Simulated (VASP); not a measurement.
# Cu (P6/mmm) in VASP: relaxation of cell and atoms with BLYP

Aim: the relaxation of cell and atoms of Cu with BLYP.

All numbers are computed with VASP 6.6.1; they aren't measurements. Logs are shortened: lines on timing, memory, paths and dates and some standing lists are left out, and cuts for length are marked.

## 1. The cell of the first run

It takes space group P6/mmm (No. 191, hexagonal). The conventional cell has a = 4.056 Å, b = 4.056 Å, c = 2.486 Å, α = 90.00°, β = 90.00°, γ = 120.00°. Cu (site symmetry 6/mmm) has 14 Cu at 2.49 to 2.65 Å within 3.3 Å. Cu (site symmetry -6m2) has 11 Cu at 2.34 to 2.65 Å within 3.1 Å.

## 2. Relaxation of cell and atoms, BLYP

The input, INCAR:

```
SYSTEM = Cu
PREC = Accurate
ENCUT = 600
EDIFF = 1E-6
ISMEAR = -1
SIGMA = 0.1
LREAL = .FALSE.
LASPH = .TRUE.
NELM = 100
ALGO = Normal
ISIF = 3
LWAVE = .FALSE.
LCHARG = .FALSE.
GGA = B5
ALDAX = 1.0
AGGAX = 1.0
AGGAC = 1.0
ALDAC = 0.0
IBRION = 2
NSW = 80
EDIFFG = -0.01
```

The input, KPOINTS:

```
Automatic mesh
0
G
  9 9 13
  0 0 0
```

The input, POSCAR:

```
Cu
1.0
    4.0562702462      0.0000000000      0.0000000000
   -2.0281351231      3.5128330778      0.0000000000
    0.0000000000      0.0000000000      2.4864936609
Cu
3
Direct
    0.0000000000      0.0000000000      0.0000000000
    0.3333333333      0.6666666667      0.5000000000
    0.6666666667      0.3333333333      0.5000000000
```

Potentials or basis: VASP PAW PBE potentials, release 64 (Cu).

The run is started by

```sh
cat potpaw_PBE.64/Cu/POTCAR > POTCAR
mpirun -np 1 vasp_std > vasp.out
```

OUTCAR:

```text
SYSTEM = Cu
   PREC = Accurate
   ENCUT = 600
   EDIFF = 1E-6
   ISMEAR = -1
   LREAL = .FALSE.
   LASPH = .TRUE.
   NELM = 100
   ISIF = 3
   GGA = B5
   IBRION = 2
   NSW = 80
   EDIFFG = -0.01

 ion  position               nearest neighbor table
   1  0.000  0.000  0.000-   2 2.65   3 2.65   2 2.65   3 2.65   2 2.65   2 2.65   3 2.65   3 2.65
                             3 2.65   3 2.65   2 2.65   2 2.65
   2  0.333  0.667  0.500-   3 2.34   3 2.34   3 2.34   1 2.65   1 2.65   1 2.65   1 2.65   1 2.65
                             1 2.65
   3  0.667  0.333  0.500-   2 2.34   2 2.34   2 2.34   1 2.65   1 2.65   1 2.65   1 2.65   1 2.65
                             1 2.65

  LATTYP: Found a hexagonal cell.
 ALAT       =     4.0562702462
 C/A-ratio  =     0.6130000000

  Lattice vectors:

 A1 = (   4.0562702462,   0.0000000000,   0.0000000000)
 A2 = (  -2.0281351231,   3.5128330778,   0.0000000000)
 A3 = (   0.0000000000,   0.0000000000,   2.4864936609)

Analysis of symmetry for initial positions (statically):
=====================================================================
 Subroutine PRICEL returns:
 Original cell was already a primitive cell.

 Routine SETGRP: Setting up the symmetry group for a
 hexagonal supercell.

 Subroutine GETGRP returns: Found 24 space group operations
 (whereof 24 operations were pure point group operations)
 out of a pool of 24 trial point group operations.

The static configuration has the point symmetry D_6h.

Analysis of symmetry for dynamics (positions and initial velocities):
=====================================================================
 Subroutine PRICEL returns:
 Original cell was already a primitive cell.

 Routine SETGRP: Setting up the symmetry group for a
 hexagonal supercell.

 Subroutine GETGRP returns: Found 24 space group operations
 (whereof 24 operations were pure point group operations)
 out of a pool of 24 trial point group operations.

The dynamic configuration has the point symmetry D_6h.

 Subroutine INISYM returns: Found 24 space group operations
 (whereof 24 operations are pure point group operations),
 and found     1 'primitive' translations

----------------------------------------------------------------------------------------

                                     Primitive cell

  volume of cell :      35.4300

  direct lattice vectors                    reciprocal lattice vectors
     4.056270246  0.000000000  0.000000000     0.246531897  0.142335257  0.000000000
    -2.028135123  3.512833078  0.000000000     0.000000000  0.284670515  0.000000000
     0.000000000  0.000000000  2.486493661     0.000000000  0.000000000  0.402172753

  length of vectors
     4.056270246  4.056270246  2.486493661     0.284670515  0.284670515  0.402172753

  position of ions in fractional coordinates (direct lattice)
     0.000000000  0.000000000  0.000000000
     0.333333333  0.666666667  0.500000000
     0.666666667  0.333333333  0.500000000

  ion indices of the primitive-cell ions
   primitive index   ion index
                 1           1
                 2           2
                 3           3

----------------------------------------------------------------------------------------

 KPOINTS: Automatic mesh

Automatic generation of k-mesh.
 Grid dimensions read from file:
 generate k-points for:    9    9   13

 Generating k-lattice:

  Cartesian coordinates                     Fractional coordinates (reciprocal lattice)
     0.027392433  0.015815029  0.000000000     0.111111111  0.000000000  0.000000000
     0.000000000  0.031630057  0.000000000     0.000000000  0.111111111  0.000000000
     0.000000000  0.000000000  0.030936366     0.000000000  0.000000000  0.076923077

  Length of vectors
     0.031630057  0.031630057  0.030936366

  Shift w.r.t. Gamma in fractional coordinates (k-lattice)
     0.000000000  0.000000000  0.000000000

 Subroutine IBZKPT returns following result:
 ===========================================

 Found     84 irreducible k-points:

 Following reciprocal coordinates:
            Coordinates               Weight
  0.000000  0.000000  0.000000      1.000000
  0.111111  0.000000  0.000000      6.000000
  0.222222 -0.000000  0.000000      6.000000
  0.333333 -0.000000  0.000000      6.000000
  0.444444 -0.000000  0.000000      6.000000
  0.111111  0.111111  0.000000      6.000000
[... 16 lines left out ...]
  0.333333  0.222222  0.076923     24.000000
  0.333333  0.333333  0.076923      4.000000
 [... further k-points ...]
   k-points           NKPTS =     84   k-points in BZ     NKDIM =     84   number of bands    NBANDS=     20
   number of dos      NEDOS =    301   number of ions     NIONS =      3
   total plane-waves  NPLWV =  20480
   dimension x,y,z NGX =    32 NGY =   32 NGZ =   20
   dimension x,y,z NGXF=    64 NGYF=   64 NGZF=   40
   ions per type =               3
   NGX,Y,Z   is equivalent  to a cutoff of  13.12, 13.12, 13.37 a.u.
   NGXF,Y,Z  is equivalent  to a cutoff of  26.23, 26.23, 26.74 a.u.
 SYSTEM =  Cu
   PREC   = accura    normal or accurate (medium, high low for compatibility)
   ISTART =      0    job   : 0-new  1-cont  2-samecut
   ICHARG =      2    charge: 1-file 2-atom 10-const
   ISPIN  =      1    spin polarized calculation?
   LNONCOLLINEAR =      F non collinear calculations
   LSORBIT =      F    spin-orbit coupling
   LASPH  =      T    aspherical Exc in radial PAW
   ENCUT  =  600.0 eV  44.10 Ry    6.64 a.u.   8.10  8.10  4.97*2*pi/ulx,y,z
   NELM   =    100;   NELMIN=  2; NELMDL= -5     # of ELM steps
   EDIFF  = 0.1E-05   stopping-criterion for ELM
   LREAL  =      F    real-space projection
   EDIFFG = -.1E-01   stopping-criterion for IOM
   NSW    =     80    number of steps for IOM
   IBRION =      2    ionic relax: 0-MD 1-quasi-New 2-CG
   NFREE  =      1    steps in history (QN), initial steepest desc. (CG)
   ISIF   =      3    stress and relaxation
   ISYM   =      2    0-nonsym 1-usesym 2-fastsym
   POTIM  = 0.5000    time-step for ionic-motion
   TEBEG  =    0.0;   TEEND  =   0.0 temperature during run
   PSTRESS=    0.0 pullay stress
   NELECT =      33.0000    total number of electrons
   NUPDOWN=      -1.0000    fix difference up-down
   EMIN   =  10.00;   EMAX   =-10.00  energy-range for DOS
   EFERMI =   0.00;   METHOD = LEGACY
   ISMEAR =    -1;   SIGMA  =   0.10  broadening in eV -4-tet -1-fermi 0-gaus
   EFERMI_NEDOS =   21; number of points for ismear=-14 and -15
   IALGO  =     38    algorithm
   IMIX   =      4    mixing-type and parameters
     AMIX     =   0.40;   BMIX     =  1.00
     AMIX_MAG =   1.60;   BMIX_MAG =  1.00
  volume/ion in A,a.u.               =      11.81        79.70
  Fermi-wavevector in a.u.,A,eV,Ry     =   1.598781  3.021257 34.777848  2.556100
  Thomas-Fermi vector in A             =   2.696177
   LORBIT       =      0    0 simple, 1 ext, 2 COOP (PROOUT), +10 PAW based schemes
   GGA     = B5    functional components
   LHFCALC =     F    Hartree Fock is set to
   AEXX    =    0.0000 exact exchange contribution
   IVDW    =     0    specifies the selected vdW correction
   LEPSILON=     F    determine dielectric tensor
   LRPA    =     F    only Hartree local field effects (RPA)
 conjugate gradient relaxation of ions
 non-spin polarized calculation
  energy-cutoff  :      600.00
  volume of cell :       35.43
 maximum number of plane-waves:      1201
   NGX = 17   NGY = 17   NGZ =  9

--------------------------------------- Ionic step        1  -------------------------------------------

 number of electron      33.0000019 magnetization

 Free energy of the ion-electron system (eV)
  ---------------------------------------------------
  ext. energy  EPLUGINS =         0.00000000
  ---------------------------------------------------
  free energy    TOTEN  =        -8.63279513 eV

  energy without entropy =       -8.60278301  energy(sigma->0) =       -8.61778907

------------------------ aborting loop because EDIFF is reached ----------------------------------------

  FORCE on cell =-STRESS in cart. coord.  units (eV):
  Direction    XX          YY          ZZ          XY          YZ          ZX
  --------------------------------------------------------------------------------------
  -------------------------------------------------------------------------------------
  Total        3.3599976      3.3599976      2.2252241      0.0000000     -0.0000000     -0.0000000
  in kB      151.9419872    151.9419872    100.6265500      0.0000000     -0.0000000     -0.0000000
  external PRESSURE =     134.8368415 kB  Pullay stress =       0.0000000 kB

 VOLUME and BASIS-vectors are now :
 -----------------------------------------------------------------------------
  energy-cutoff  :      600.00
  volume of cell :       35.43
      direct lattice vectors                 reciprocal lattice vectors
     4.056270246  0.000000000  0.000000000     0.246531897  0.142335257  0.000000000
    -2.028135123  3.512833078  0.000000000     0.000000000  0.284670515  0.000000000
     0.000000000  0.000000000  2.486493661     0.000000000  0.000000000  0.402172753
[... 260 lines left out ...]
 POSITION                                       TOTAL-FORCE (eV/Angst)
 -----------------------------------------------------------------------------------
      4.22179      0.00000      0.00000        -0.000000     -0.000000      0.000000
     -0.00000      2.43745      1.26635         0.000000      0.000000      0.000000
      2.11089      1.21872      1.26635        -0.000000     -0.000000     -0.000000
 -----------------------------------------------------------------------------------
    total drift:                               -0.000000      0.000000     -0.000000

  FREE ENERGIE OF THE ION-ELECTRON SYSTEM (eV)
  ---------------------------------------------------
  free  energy   TOTEN  =        -8.7779738776 eV

  energy  without entropy=       -8.7466088020  energy(sigma->0) =       -8.76229134

--------------------------------------- Ionic step        9  -------------------------------------------

 number of electron      32.9999988 magnetization

 Free energy of the ion-electron system (eV)
  ---------------------------------------------------
  ext. energy  EPLUGINS =         0.00000000
  ---------------------------------------------------
  free energy    TOTEN  =        -8.77798538 eV

  energy without entropy =       -8.74663202  energy(sigma->0) =       -8.76230870

 E-fermi :   6.9236     XC(G=0): -11.6013

 val. band max:        6.8846913661   @ k =   0.2222   0.2222   0.4615
 cond. band min:       6.9413038154   @ k =   0.3333   0.1111   0.4615
 fundamental gap:      0.0566124493
 Fermi energy:         6.9235683208

 k-point     1 :       0.0000    0.0000    0.0000
  band No.  band energies     occupation
      1      -1.6361      2.00000
      2       2.7661      2.00000
      3       3.5639      2.00000
      4       3.5954      2.00000
      5       3.5954      2.00000
      6       3.6552      2.00000
[... 12 lines left out ...]
     19      11.3523      0.00000
     20      11.3524      0.00000
[... 507 lines left out ...]
 k-point    24 :       0.3333    0.3333    0.0769
  band No.  band energies     occupation
      1       1.6217      2.00000
      2       1.7772      2.00000
      3       1.7772      2.00000
      4       3.5148      2.00000
      5       3.5148      2.00000
      6       3.6843      2.00000
[... 12 lines left out ...]
     19      15.6826      0.00000
     20      15.7205      0.00000

 [... further k-points ...]
[... 5 lines left out ...]
  --------------------------------------------------------------------------------------
  -------------------------------------------------------------------------------------
  Total       -0.0079783     -0.0079783      0.0018886      0.0000000     -0.0000000     -0.0000000
  in kB       -0.3272907     -0.3272907      0.0774762      0.0000000     -0.0000000     -0.0000000
  external PRESSURE =      -0.1923684 kB  Pullay stress =       0.0000000 kB

 VOLUME and BASIS-vectors are now :
 -----------------------------------------------------------------------------
  energy-cutoff  :      600.00
  volume of cell :       39.06
      direct lattice vectors                 reciprocal lattice vectors
     4.220173996 -0.000000000  0.000000000     0.236957055  0.136807219 -0.000000000
    -2.110086998  3.654777889  0.000000000     0.000000000  0.273614438 -0.000000000
    -0.000000000  0.000000000  2.532191996    -0.000000000 -0.000000000  0.394914762

 POSITION                                       TOTAL-FORCE (eV/Angst)
 -----------------------------------------------------------------------------------
     -0.00000      0.00000      2.53219         0.000000     -0.000000      0.000000
     -0.00000      2.43652      1.26610         0.000000      0.000000      0.000000
      2.11009      1.21826      1.26610        -0.000000     -0.000000     -0.000000
 -----------------------------------------------------------------------------------
    total drift:                               -0.000000      0.000000     -0.000000

  FREE ENERGIE OF THE ION-ELECTRON SYSTEM (eV)
  ---------------------------------------------------
  free  energy   TOTEN  =        -8.7779853817 eV

  energy  without entropy=       -8.7466320207  energy(sigma->0) =       -8.76230870

 reached required accuracy - stopping structural energy minimisation
```

It took 3.6 min on 1 thread of Intel Xeon 6975P-C (Granite Rapids), shared host; peak memory 0.19 GiB.

Results:

```yaml
Free_energy: -8.7780 eV
Relaxed_volume: 13.02 Å³/atom
Relaxed_cell: a = 4.220 Å, b = 4.220 Å, c = 2.532 Å, α = 90.00°, β = 90.00°, γ = 120.00°
Space_group_after_relaxing_to_0.05_Å: P6/mmm (No. 191)
Energy_gained_by_relaxing: 48.4 meV/atom
Ionic_steps: 9
Pressure_after_relaxing: 0.0 GPa
```

The path:
```
step  energy change (eV)  largest force (eV/Å)  pressure (GPa)  volume (Å³)
   1              0.0000                0.0000           13.48        35.43
   2             -0.1223                0.0000           -3.87        40.77
   3             -0.1442                0.0000           -0.15        39.10
   4             -0.1441                0.0000            0.09        39.02
   5             -0.1449                0.0000            0.07        38.99
   6             -0.1450                0.0000            0.11        38.94
   7             -0.1451                0.0000            0.27        38.96
   8             -0.1452                0.0000           -0.10        39.09
   9             -0.1452                0.0000           -0.02        39.06
```

Final structure:
```cif
data_structure
_symmetry_space_group_name_H-M 'P 1'
_symmetry_Int_Tables_number 1
_cell_length_a 4.2202
_cell_length_b 4.2202
_cell_length_c 2.5322
_cell_angle_alpha 90.000
_cell_angle_beta 90.000
_cell_angle_gamma 120.000
_cell_volume 39.06
loop_
_atom_site_label
_atom_site_type_symbol
_atom_site_fract_x
_atom_site_fract_y
_atom_site_fract_z
_atom_site_occupancy
Cu1 Cu 0.00000 0.00000 0.00000 1
Cu2 Cu 0.33333 0.66667 0.50000 1
Cu3 Cu 0.66667 0.33333 0.50000 1
```

Levels at points of the mesh, in eV from the Fermi level:
| k point | band 14 | band 15 | band 16 | band 17 | band 18 | band 19 |
| --- | --- | --- | --- | --- | --- | --- |
| (0.00, 0.00, 0.00) | -2.27 | -1.59 | -1.59 | 4.42 | 4.42 | 4.43 |

Caveat: the PAW data sets were made with another functional, which shifts forces and pressure a little.
